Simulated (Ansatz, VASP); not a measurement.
**Two plane-wave programs on Bi**

```xyz
2
Lattice="4.5367 0.0000 0.0000 -2.2684 3.9289 0.0000 0.0000 0.0000 5.1998" Properties=species:S:1:pos:R:3 pbc="T T T"
Bi    0.0000    2.6193    1.3000
Bi    2.2684    1.3096    3.8999
```

Alike in both runs: task relaxation of cell and atoms; functional PBE; k mesh 12 × 12 × 8; occupations gaussian, width 0.1 eV; no spin polarisation.

|  | VASP | Ansatz |
| --- | --- | --- |
| version | VASP 6.6.1 | Ansatz 0.2.0 |
| potentials or method | VASP PAW PBE potentials, release 64 (Bi_d), cutoff 600 eV | scalar-relativistic, plane waves, PAW |
| valence electrons in the cell | 30 | 30 |

|  | VASP | Ansatz | Ansatz less VASP |
| --- | --- | --- | --- |
| gap on the k mesh at the Fermi level, each at its own relaxed structure (eV) | none | none | - |
| relaxed volume (Å³/atom) | 35.21 | 35.13 | -0.074 |
| relaxed cell length with the largest relative difference (Å) | 4.238 | 4.254 | +0.0158 |

A gap of «none» marks a metal or a gap that the smearing closes.

Spin-orbit coupling is off throughout. Noted on VASP's run: the volume moved by over 15 % at a fixed basis, so the end points are rough.
